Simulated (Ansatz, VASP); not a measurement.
# Two plane-wave programs on NiO

```
CELL_PARAMETERS angstrom
0.00000 2.13379 -2.13379
0.00000 2.13379 2.13379
4.26758 0.00000 0.00000
ATOMIC_POSITIONS crystal
Ni 0.00000 0.00000 0.00000
Ni 0.50000 0.50000 0.50000
O 0.00000 0.00000 0.50000
O 0.50000 0.50000 0.00000
```

Alike in both runs: task single point; functional PBE; k mesh 5 × 5 × 3; occupations gaussian, width 0.05 eV; collinear spin; Hubbard terms Ni d U = 6.2 eV.

|  | VASP | Ansatz |
| --- | --- | --- |
| version | VASP 6.6.1 | Ansatz 0.2.0 |
| potentials or method | VASP PAW PBE potentials, release 64 (Ni, O), cutoff 520 eV | scalar-relativistic, plane waves, PAW |
| valence electrons in the cell | 32 | 48 |

Ansatz gave:

```
gap on the k mesh at the Fermi level (eV)                     : 2.23
least direct gap on the mesh (eV)                             : 3.15
pressure (GPa)                                                : 0.2
net moment per atom (μB)                                      : 0.00
size of the moment on the site where the two differ most (μB) : 1.74
```

**Question.** Which values does VASP return?

**Answer.** gap on the k mesh at the Fermi level (eV): 2.62; least direct gap on the mesh (eV): 3.41; pressure (GPa): -8.0; net moment per atom (μB): 0.00; size of the moment on the site where the two differ most (μB): 1.84.

Site moments also hang on the region over which each program counts them. The programs project onto different local orbitals, so the same U acts differently, and such runs can settle in different states. VASP's potentials hold 32 valence electrons a cell and Ansatz's 48, so a difference there can come from the potentials and not from the codes.

The k mesh is coarse, so the values compare programs but aren't converged.
